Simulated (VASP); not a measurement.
# Be (P6_3/mmc) in VASP: a series of runs

Be is run at these levels: PBE; tasks: single point, relaxation of cell and atoms.

Everything below comes from runs of VASP 6.6.1. Logs are shortened: lines on timing, memory, paths and dates and some standing lists are left out, and cuts for length are marked.

## 1. The cell of the first run

The structure is hexagonal, space group P6_3/mmc (No. 194). Conventional cell: a = 2.260 Å, b = 2.260 Å, c = 3.573 Å, α = 90.00°, β = 90.00°, γ = 120.00°. Within 2.9 Å of Be (site symmetry -6m2) lie 12 Be at 2.21 to 2.26 Å.

## 2. Single point, PBE

The input, INCAR:

```
SYSTEM = Be
PREC     = Accurate       ! precision mode
ENCUT    = 520            ! plane-wave cutoff, eV
EDIFF    = 1E-6           ! SCF threshold, eV
ISMEAR   = 0              ! smearing method
SIGMA    = 0.1            ! smearing width, eV
LREAL    = .FALSE.        ! projectors in reciprocal space
LASPH    = .TRUE.         ! aspherical terms in the spheres
NELM     = 80             ! most SCF steps
ALGO     = Normal         ! electronic algorithm
ISIF     = 2              ! what is computed and relaxed
LWAVE    = .FALSE.        ! write WAVECAR
LCHARG   = .FALSE.        ! write CHGCAR
GGA      = PE             ! functional
NBANDS   = 9              ! bands
```

The input, KPOINTS:

```
regular mesh
0
G
  18 18 10
  0 0 0
```

The input, POSCAR:

```
Be
1.0
    2.2601756489      0.0000000000      0.0000000000
   -1.1300878244      1.9573695290      0.0000000000
    0.0000000000      0.0000000000      3.5731252969
Be
2
Direct
    0.3333333333      0.6666666667      0.2500000000
    0.6666666667      0.3333333333      0.7500000000
```

Potentials or basis: VASP PAW PBE potentials, release 64 (Be).

Launch:

```bash
$ cat potpaw_PBE.64/Be/POTCAR > POTCAR
$ mpirun -np 1 vasp_std > vasp.out
```

OUTCAR:

```text
SYSTEM = Be
   PREC = Accurate
   ENCUT = 520
   EDIFF = 1E-6
   ISMEAR = 0
   LREAL = .FALSE.
   LASPH = .TRUE.
   NELM = 80
   ISIF = 2
   GGA = PE

 ion  position               nearest neighbor table
   1  0.333  0.667  0.250-   2 2.21   2 2.21   2 2.21   2 2.21   2 2.21   2 2.21
   2  0.667  0.333  0.750-   1 2.21   1 2.21   1 2.21   1 2.21   1 2.21   1 2.21

  LATTYP: Found a hexagonal cell.
 ALAT       =     2.2601756489
 C/A-ratio  =     1.5809060232

  Lattice vectors:

 A1 = (   2.2601756489,   0.0000000000,   0.0000000000)
 A2 = (  -1.1300878244,   1.9573695290,   0.0000000000)
 A3 = (   0.0000000000,   0.0000000000,   3.5731252969)

Analysis of symmetry for initial positions (statically):
=====================================================================
 Subroutine PRICEL returns:
 Original cell was already a primitive cell.

 Routine SETGRP: Setting up the symmetry group for a
 hexagonal supercell.

 Subroutine GETGRP returns: Found 24 space group operations
 (whereof 12 operations were pure point group operations)
 out of a pool of 24 trial point group operations.

The static configuration has the point symmetry D_3d.
 The point group associated with its full space group is D_6h.

Analysis of symmetry for dynamics (positions and initial velocities):
=====================================================================
 Subroutine PRICEL returns:
 Original cell was already a primitive cell.

 Routine SETGRP: Setting up the symmetry group for a
 hexagonal supercell.

 Subroutine GETGRP returns: Found 24 space group operations
 (whereof 12 operations were pure point group operations)
 out of a pool of 24 trial point group operations.

The dynamic configuration has the point symmetry D_3d.
 The point group associated with its full space group is D_6h.

 Subroutine INISYM returns: Found 24 space group operations
 (whereof 12 operations are pure point group operations),
 and found     1 'primitive' translations

----------------------------------------------------------------------------------------

                                     Primitive cell

  volume of cell :      15.8075

  direct lattice vectors                    reciprocal lattice vectors
     2.260175649  0.000000000  0.000000000     0.442443489  0.255444867  0.000000000
    -1.130087824  1.957369529  0.000000000     0.000000000  0.510889735  0.000000000
     0.000000000  0.000000000  3.573125297     0.000000000  0.000000000  0.279867040

  length of vectors
     2.260175649  2.260175649  3.573125297     0.510889735  0.510889735  0.279867040

  position of ions in fractional coordinates (direct lattice)
     0.333333333  0.666666667  0.250000000
     0.666666667  0.333333333  0.750000000

  ion indices of the primitive-cell ions
   primitive index   ion index
                 1           1
                 2           2

----------------------------------------------------------------------------------------

 KPOINTS: regular mesh

Automatic generation of k-mesh.
 Grid dimensions read from file:
 generate k-points for:   18   18   10

 Generating k-lattice:

  Cartesian coordinates                     Fractional coordinates (reciprocal lattice)
     0.024580194  0.014191382  0.000000000     0.055555556  0.000000000  0.000000000
     0.000000000  0.028382763  0.000000000     0.000000000  0.055555556  0.000000000
     0.000000000  0.000000000  0.027986704     0.000000000  0.000000000  0.100000000

  Length of vectors
     0.028382763  0.028382763  0.027986704

  Shift w.r.t. Gamma in fractional coordinates (k-lattice)
     0.000000000  0.000000000  0.000000000

 Subroutine IBZKPT returns following result:
 ===========================================

 Found    222 irreducible k-points:

 Following reciprocal coordinates:
            Coordinates               Weight
  0.000000  0.000000  0.000000      1.000000
  0.055556  0.000000  0.000000      6.000000
  0.111111  0.000000  0.000000      6.000000
  0.166667  0.000000  0.000000      6.000000
  0.222222  0.000000  0.000000      6.000000
  0.277778  0.000000  0.000000      6.000000
[... 16 lines left out ...]
  0.333333  0.111111  0.000000     12.000000
  0.388889  0.111111  0.000000     12.000000
 [... further k-points ...]
   k-points           NKPTS =    222   k-points in BZ     NKDIM =    222   number of bands    NBANDS=      9
   number of dos      NEDOS =    301   number of ions     NIONS =      2
   total plane-waves  NPLWV =   9072
   dimension x,y,z NGX =    18 NGY =   18 NGZ =   28
   dimension x,y,z NGXF=    36 NGYF=   36 NGZF=   56
   ions per type =               2
   NGX,Y,Z   is equivalent  to a cutoff of  13.24, 13.24, 13.03 a.u.
   NGXF,Y,Z  is equivalent  to a cutoff of  26.48, 26.48, 26.05 a.u.
 SYSTEM =  Be
   PREC   = accura    normal or accurate (medium, high low for compatibility)
   ISTART =      0    job   : 0-new  1-cont  2-samecut
   ICHARG =      2    charge: 1-file 2-atom 10-const
   ISPIN  =      1    spin polarized calculation?
   LNONCOLLINEAR =      F non collinear calculations
   LSORBIT =      F    spin-orbit coupling
   LASPH  =      T    aspherical Exc in radial PAW
   ENCUT  =  520.0 eV  38.22 Ry    6.18 a.u.   4.20  4.20  6.64*2*pi/ulx,y,z
   NELM   =     80;   NELMIN=  2; NELMDL= -5     # of ELM steps
   EDIFF  = 0.1E-05   stopping-criterion for ELM
   LREAL  =      F    real-space projection
   EDIFFG = 0.1E-04   stopping-criterion for IOM
   NSW    =      0    number of steps for IOM
   IBRION =     -1    ionic relax: 0-MD 1-quasi-New 2-CG
   NFREE  =      0    steps in history (QN), initial steepest desc. (CG)
   ISIF   =      2    stress and relaxation
   ISYM   =      2    0-nonsym 1-usesym 2-fastsym
   POTIM  = 0.5000    time-step for ionic-motion
   TEBEG  =    0.0;   TEEND  =   0.0 temperature during run
   PSTRESS=    0.0 pullay stress
   NELECT =       4.0000    total number of electrons
   NUPDOWN=      -1.0000    fix difference up-down
   EMIN   =  10.00;   EMAX   =-10.00  energy-range for DOS
   EFERMI =   0.00;   METHOD = LEGACY
   ISMEAR =     0;   SIGMA  =   0.10  broadening in eV -4-tet -1-fermi 0-gaus
   EFERMI_NEDOS =   21; number of points for ismear=-14 and -15
   IALGO  =     38    algorithm
   IMIX   =      4    mixing-type and parameters
     AMIX     =   0.40;   BMIX     =  1.00
     AMIX_MAG =   1.60;   BMIX_MAG =  1.00
  volume/ion in A,a.u.               =       7.90        53.34
  Fermi-wavevector in a.u.,A,eV,Ry     =   1.035477  1.956768 14.588335  1.072212
  Thomas-Fermi vector in A             =   2.169822
   LORBIT       =      0    0 simple, 1 ext, 2 COOP (PROOUT), +10 PAW based schemes
   GGA     = PE    functional components
   LHFCALC =     F    Hartree Fock is set to
   AEXX    =    0.0000 exact exchange contribution
   IVDW    =     0    specifies the selected vdW correction
   LEPSILON=     F    determine dielectric tensor
   LRPA    =     F    only Hartree local field effects (RPA)
 non-spin polarized calculation
 Gauss-broadening in eV      SIGMA  =   0.10
  energy-cutoff  :      520.00
  volume of cell :       15.81
 maximum number of plane-waves:       446
 NGX is ok and might be reduce to    18
   NGX =  9   NGY =  9   NGZ = 13

 number of electron       4.0000000 magnetization

 Free energy of the ion-electron system (eV)
  ---------------------------------------------------
  ext. energy  EPLUGINS =         0.00000000
  ---------------------------------------------------
  free energy    TOTEN  =        -7.53071008 eV

  energy without entropy =       -7.52971037  energy(sigma->0) =       -7.53021023

 E-fermi :   7.1991     XC(G=0): -10.6067

 val. band max:        7.0662037674   @ k =   0.2778   0.2778   0.1000
 cond. band min:       7.2262034137   @ k =   0.3333   0.2778   0.3000
 fundamental gap:      0.1599996464
 Fermi energy:         7.1991073355

 k-point     1 :       0.0000    0.0000    0.0000
  band No.  band energies     occupation
      1      -4.3256      2.00000
      2       2.5488      2.00000
      3       8.0722      0.00000
      4      23.1085      0.00000
      5      23.1085      0.00000
      6      25.9344      0.00000
      7      25.9344      0.00000
      8      27.8699      0.00000
      9      34.1920      0.00000

 k-point     2 :       0.0556    0.0000    0.0000
  band No.  band energies     occupation
      1      -4.2366      2.00000
      2       2.6654      2.00000
      3       8.0994      0.00000
      4      22.3649      0.00000
      5      22.5480      0.00000
      6      25.9382      0.00000
      7      26.2273      0.00000
      8      27.7130      0.00000
      9      32.7318      0.00000

 k-point     3 :       0.1111    0.0000    0.0000
  band No.  band energies     occupation
      1      -3.9695      2.00000
      2       3.0151      2.00000
      3       8.1752      0.00000
      4      20.5550      0.00000
      5      21.4276      0.00000
      6      25.8700      0.00000
      7      26.5036      0.00000
      8      27.1571      0.00000
      9      30.5803      0.00000

 k-point     4 :       0.1667    0.0000    0.0000
  band No.  band energies     occupation
      1      -3.5239      2.00000
      2       3.5967      2.00000
      3       8.2758      0.00000
      4      18.3319      0.00000
      5      20.2409      0.00000
      6      25.5384      0.00000
      7      25.9841      0.00000
      8      26.3418      0.00000
      9      28.4701      0.00000
[... 205 lines left out ...]
 k-point    22 :       0.2778    0.1111    0.0000
  band No.  band energies     occupation
      1      -0.8495      2.00000
      2       7.0382      1.97714
      3       7.7716      0.00000
      4      12.6444      0.00000
      5      15.7243      0.00000
      6      19.3784      0.00000
      7      21.5792      0.00000
      8      23.9589      0.00000
      9      27.0377      0.00000

 k-point    23 :       0.3333    0.1111    0.0000
  band No.  band energies     occupation
      1       0.2876      2.00000
      2       6.5714      2.00000
      3       8.4781      0.00000
      4      12.3561      0.00000
      5      14.9291      0.00000
      6      17.0516      0.00000
      7      20.4137      0.00000
      8      23.5899      0.00000
      9      26.3249      0.00000

 k-point    24 :       0.3889    0.1111    0.0000
  band No.  band energies     occupation
      1       1.5242      2.00000
      2       5.1103      2.00000
      3      10.0159      0.00000
      4      12.6459      0.00000
      5      14.1982      0.00000
      6      14.9464      0.00000
      7      19.6540      0.00000
      8      23.3615      0.00000
      9      25.9204      0.00000

 [... further k-points ...]
[... 5 lines left out ...]
  --------------------------------------------------------------------------------------
  -------------------------------------------------------------------------------------
  Total        0.0150349      0.0150349      0.0134621      0.0000000      0.0000000      0.0000000
  in kB        1.5238658      1.5238658      1.3644532      0.0000000      0.0000000      0.0000000
  external PRESSURE =       1.4707283 kB  Pullay stress =       0.0000000 kB

 VOLUME and BASIS-vectors are now :
 -----------------------------------------------------------------------------
  energy-cutoff  :      520.00
  volume of cell :       15.81
      direct lattice vectors                 reciprocal lattice vectors
     2.260175649  0.000000000  0.000000000     0.442443489  0.255444867  0.000000000
    -1.130087824  1.957369529  0.000000000     0.000000000  0.510889735  0.000000000
     0.000000000  0.000000000  3.573125297     0.000000000  0.000000000  0.279867040

 POSITION                                       TOTAL-FORCE (eV/Angst)
 -----------------------------------------------------------------------------------
     -0.00000      1.30491      0.89328         0.000000     -0.000000      0.000000
      1.13009      0.65246      2.67984        -0.000000      0.000000      0.000000
 -----------------------------------------------------------------------------------
    total drift:                                0.000000     -0.000000      0.000000

  FREE ENERGIE OF THE ION-ELECTRON SYSTEM (eV)
  ---------------------------------------------------
  free  energy   TOTEN  =        -7.5307100840 eV

  energy  without entropy=       -7.5297103717  energy(sigma->0) =       -7.53021023
```

It took 12 s on 1 thread of Intel Xeon Platinum 8488C (Sapphire Rapids), shared host; peak memory 0.14 GiB.

Results:

```
Free energy            : -7.5307 eV
Pressure               : 0.1 GPa
Band gap on the k mesh : zero (bands 2 and 3 overlap by 2.09 eV)
```

(Part 1 of 2 ends here.)
